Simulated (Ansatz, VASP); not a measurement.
**SnSe: VASP beside Ansatz**

```
Sn Se
1.0
     4.18990    0.00000    0.00000
     0.00000    4.18990    0.00000
     0.00000    0.00000   10.97962
Sn Se
2 2
Cartesian
  2.0949 0.0000 4.1521
  0.0000 2.0949 6.8275
  2.0949 0.0000 6.6269
  0.0000 2.0949 4.1527
```

Alike in both runs: task single point; functional LDA; k mesh 6 × 6 × 4; occupations gaussian, width 0.05 eV; no spin polarisation.

|  | VASP | Ansatz |
| --- | --- | --- |
| version | VASP 6.6.1 | Ansatz 0.2.0 |
| potentials or method | VASP PAW LDA potentials, release 64 (Sn_d, Se), cutoff 500 eV | scalar-relativistic, plane waves, PAW |
| valence electrons in the cell | 40 | 60 |

```csv
,VASP,Ansatz,Ansatz less VASP
gap on the k mesh at the Fermi level (eV),1.24,1.26,+0.019
least direct gap on the mesh (eV),1.24,1.26,+0.019
rms of the force components (eV/Å),0.713,0.699,-0.0144
```

LDA's correlation is that of Perdew and Zunger in VASP and of Perdew and Wang (1992) in Ansatz. Atom by atom the forces differ by 0.019 eV/Å (rms over components). VASP's potentials hold 40 valence electrons a cell and Ansatz's 60, so a difference there can come from the potentials and not from the codes.
